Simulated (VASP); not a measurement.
Input of a VASP 6.6.1 run:

The input INCAR:

```
SYSTEM = Ge
PREC = Accurate
ENCUT = 520
EDIFF = 1E-6
ISMEAR = -1
SIGMA = 0.1
LREAL = .False.
LASPH = .True.
NELM = 100
ALGO = Normal
ISIF = 2
LWAVE = .False.
LCHARG = .False.
GGA = RP
NBANDS = 13
```

The input KPOINTS:

```
regular mesh
0
Gamma
  13 13 13
  0 0 0
```

POSCAR

```
Ge
1.0
    2.8419079069      0.0000000000      0.0000000000
    0.0000000000      2.8419079069      0.0000000000
    0.0000000000      0.0000000000      2.8419079069
Ge
1
Direct
    0.0000000000      0.0000000000      0.0000000000
```

Potentials or basis: VASP PAW PBE potentials, release 64 (Ge_d).

The run is started by

```console
$ cat potpaw_PBE.64/Ge_d/POTCAR > POTCAR
$ mpirun -np 1 vasp_std > vasp.out
```

Question: Predict the pressure.

Answer: -5.7 GPa.

Question: What does it give for the band gap on the k mesh?

Answer: Zero (band 7 reaches 10.53 eV, above the bottom of band 8 at 2.71 eV).

Caveat: the PAW data sets were made with another functional, which shifts forces and pressure a little.
